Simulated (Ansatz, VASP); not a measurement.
**Two plane-wave programs on LiH**

Contents of POSCAR:

```
LiH
1.0
    0.0000000000      2.1451220099      2.1451220099
    2.1451220099      0.0000000000      2.1451220099
    2.1451220099      2.1451220099      0.0000000000
Li H
1 1
Direct
    0.0000000000      0.0000000000      0.0000000000
    0.2500000000      0.2500000000      0.2500000000
```

The input INCAR.step1:

```
SYSTEM = LiH
PREC     = Accurate       ! precision mode
ENCUT    = 830            ! plane-wave cutoff, eV
ISMEAR   = 0              ! smearing method
SIGMA    = 0.01           ! smearing width, eV
LREAL    = .False.        ! projectors in reciprocal space
LASPH    = .True.         ! aspherical terms in the spheres
NELM     = 120            ! most SCF steps
NBANDS   = 9              ! bands
GGA      = PE             ! functional
ALGO     = Normal         ! electronic algorithm
EDIFF    = 1E-5           ! SCF threshold, eV
LWAVE    = .True.         ! write WAVECAR
LCHARG   = .False.        ! write CHGCAR
GGA_COMPAT= .False.
```

File INCAR.step2:

```
SYSTEM = LiH
PREC     = Accurate       ! precision mode
ENCUT    = 830            ! plane-wave cutoff, eV
EDIFF    = 1E-6           ! SCF threshold, eV
ISMEAR   = 0              ! smearing method
SIGMA    = 0.01           ! smearing width, eV
LREAL    = .False.        ! projectors in reciprocal space
LASPH    = .True.         ! aspherical terms in the spheres
NELM     = 120            ! most SCF steps
ALGO     = Normal         ! electronic algorithm
ISIF     = 2              ! what is computed and relaxed
LWAVE    = .False.        ! write WAVECAR
LCHARG   = .False.        ! write CHGCAR
METAGGA  = R2SCAN         ! meta-GGA
LMIXTAU  = .True.       
LUSE_VDW = .True.       
IVDW_NL  = 2            
BPARAM   = 11.95        
CPARAM   = 0.0093       
NBANDS   = 9              ! bands
ISTART   = 1            
GGA_COMPAT= .False.
```

The input KPOINTS:

```
regular mesh
0
Gamma
  8 8 8
  0 0 0
```

Input for Ansatz:

```yaml
crystal:
  lattice:
    - [0.0, 2.1451220099, 2.1451220099]
    - [2.1451220099, 0.0, 2.1451220099]
    - [2.1451220099, 2.1451220099, 0.0]
  atoms:
    - { symbol: Li, position: [0.0, 0.0, 0.0] }
    - { symbol: H, position: [0.25, 0.25, 0.25] }
kpoints:
  mp_grid: { grid: [8, 8, 8] }
hamiltonian:
  xc: r2scan
  dispersion: rvv10
scf:
  occupations: { method: fixed }
  n_extra_bands: 4
output:
  forces: true
  stress: true
  eigenvalues: true
```

Alike in both runs: task single point; functional r2SCAN; dispersion rVV10; k mesh 8 × 8 × 8; no spin polarisation.

|  | VASP | Ansatz |
| --- | --- | --- |
| version | VASP 6.6.1 | Ansatz 0.2.0 |
| potentials or method | VASP PAW PBE potentials, release 64 (Li_sv, H) | plane waves |
| plane-wave cutoff (eV) | 830 | 500 |
| occupations | gaussian, width 0.01 eV | fixed |
| valence electrons in the cell | 4 | 4 |

Ansatz gave:

| Quantity | Value |
| --- | --- |
| gap on the k mesh at the Fermi level (eV) | 4.67 |
| pressure (GPa) | -0.1 |

Problem. Which values does VASP return?

Solution. gap on the k mesh at the Fermi level (eV): 4.74; pressure (GPa): -0.3.

VASP's potentials were made for PBE, not for r2SCAN.
